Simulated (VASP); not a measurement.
I:

```xyz
4
Lattice="3.6350 -2.3950 0.0000 3.6350 2.3950 0.0000 0.0000 0.0000 9.7934" Properties=species:S:1:pos:R:3 pbc="T T T"
I     3.6350   -0.7152    3.7646
I     3.6350    1.6799    1.1321
I     3.6350    0.7152    6.0288
I     3.6350   -1.6799    8.6613
```

Base run:

```yaml
Program: VASP 6.6.1
Functional: BLYP
Potentials_or_basis: VASP PAW PBE potentials, release 64 (I)
Cutoff: 520 eV
k_mesh: 7 × 7 × 3
Occupations: fermi-dirac, width 0.05 eV
Spin: no spin polarisation
```

Its results: band gap on the k mesh 1.32 eV (least direct gap 1.41 eV); pressure 3.9 GPa; largest force 1.121 eV/Å.

Question: The run is repeated on the same cell with these changes: functional from BLYP to RPBE. What comes out?

Answer: Band gap on the k mesh 1.38 eV (least direct gap 1.46 eV); pressure 3.1 GPa; largest force 0.821 eV/Å.

Caveats: the cell stands under pressure; this functional lacks dispersion, which holds the molecules together, so the pressure and a relaxed volume are unreliable; the PAW data sets were made with another functional, which shifts forces and pressure a little; spin-orbit coupling is left out, which moves the levels of the heavy elements; an odd mesh through Γ misses points on the zone boundary, where band edges can lie.
